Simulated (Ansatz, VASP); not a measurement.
# Ru in VASP and in Ansatz

```xyz
2
Lattice="2.7058 0.0000 0.0000 -1.3529 2.3433 0.0000 0.0000 0.0000 4.1749" Properties=species:S:1:pos:R:3 pbc="T T T"
Ru    0.0000    1.5622    1.0437
Ru    1.3529    0.7811    3.1311
```

Change from the starting cell: strain -0.0250 x Voigt [0, 0, 1, 0, 0, 0], atoms carried along.

Alike in both runs: task single point; functional PBE; k mesh 24 × 24 × 12; occupations gaussian, width 0.15 eV; no spin polarisation.

|  | VASP | Ansatz |
| --- | --- | --- |
| version | VASP 6.6.1 | Ansatz 0.2.0 |
| potentials or method | VASP PAW PBE potentials, release 64 (Ru_pv), cutoff 500 eV | scalar-relativistic, plane waves, PAW |
| valence electrons in the cell | 28 | 32 |

```csv
,VASP,Ansatz,Ansatz less VASP
gap on the k mesh at the Fermi level (eV),none,none,-
pressure (GPa),14.1,14.1,+0.03
"traceless stress, the component that is largest in VASP (GPa)",7.89,7.87,-0.013
```

A gap of «none» marks a metal or a gap that the smearing closes. The functional is the same, so the differences come from potentials, cutoffs and numerics. VASP's potentials hold 28 valence electrons a cell and Ansatz's 32, so a difference there can come from the potentials and not from the codes.
